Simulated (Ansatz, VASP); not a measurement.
KTaO3 in VASP and in Ansatz

Contents of INCAR:

```
PREC     = Accurate       # precision mode
ENCUT    = 520            # plane-wave cutoff, eV
EDIFF    = 1E-6           # SCF threshold, eV
ISMEAR   = -1             # smearing method
SIGMA    = 0.01           # smearing width, eV
LREAL    = F              # projectors in reciprocal space
LASPH    = T              # aspherical terms in the spheres
NELM     = 60             # most SCF steps
ALGO     = Normal         # electronic algorithm
ISIF     = 2              # what is computed and relaxed
LWAVE    = F              # write WAVECAR
LCHARG   = F              # write CHGCAR
GGA      = CA             # functional
NBANDS   = 27             # bands
```

The input KPOINTS:

```
regular mesh
0
Gamma
  5 5 5
```

POSCAR

```
KTaO3
1.0
    3.9883000000      0.0000000000      0.0000000000
    0.0000000000      3.9883000000      0.0000000000
    0.0000000000      0.0000000000      3.8686510000
K Ta O
1 1 3
Direct
    0.5000000000      0.5000000000      0.5000000000
    0.0000000000      0.0000000000      0.0000000000
    0.5000000000      0.0000000000      0.0000000000
    0.0000000000      0.5000000000      0.0000000000
    0.0000000000      0.0000000000      0.5000000000
```

Input for Ansatz:

```yaml
crystal:
  lattice:
    - [3.9883, 0.0, 0.0]
    - [0.0, 3.9883, 0.0]
    - [0.0, 0.0, 3.868651]
  atoms:
    - { symbol: K, position: [0.5, 0.5, 0.5] }
    - { symbol: Ta, position: [0.0, 0.0, 0.0] }
    - { symbol: O, position: [0.5, 0.0, 0.0] }
    - { symbol: O, position: [0.0, 0.5, 0.0] }
    - { symbol: O, position: [0.0, 0.0, 0.5] }
kpoints:
  mp_grid: { grid: [5, 5, 5] }
  band_path:
    path:
      - [0.0, 0.0, 0.0]
      - [0.0, 0.5, 0.0]
      - [0.5, 0.5, 0.0]
      - [0.0, 0.0, 0.0]
      - [0.0, 0.0, 0.5]
      - [0.0, 0.5, 0.5]
      - [0.5, 0.5, 0.5]
      - [0.0, 0.0, 0.5]
      - [0.0, 0.5, 0.0]
    npoints: 5
scf:
  occupations: { method: fermi_dirac, width: 0.01 }
hamiltonian:
  xc: lda
  pseudopotentials: { kind: all_electron, lapw: { basis_error: 0.0005 } }
output:
  forces: true
  stress: true
  eigenvalues: true
```

Change from the starting cell: zz strain of -3 %.

Alike in both runs: task single point; functional LDA; k mesh 5 × 5 × 5; occupations fermi-dirac, width 0.01 eV; no spin polarisation.

```csv
,VASP,Ansatz
version,VASP 6.6.1,Ansatz 0.2.0
potentials or method,"VASP PAW LDA potentials, release 64 (K_sv, Ta_pv, O), cutoff 520 eV","all-electron LAPW, scalar-relativistic"
```

```csv
,VASP,Ansatz,Ansatz less VASP
gap on the k mesh at the Fermi level (eV),2.16,2.21,+0.058
pressure (GPa),2.4,1.1,-1.33
"traceless stress, the component that is largest in VASP (GPa)",8.96,8.74,-0.219
```

LDA's correlation is that of Perdew and Zunger in VASP and of Perdew and Wang (1992) in Ansatz. Ansatz ran all-electron here, and VASP with PAW potentials.

Neither program's run includes spin-orbit coupling.
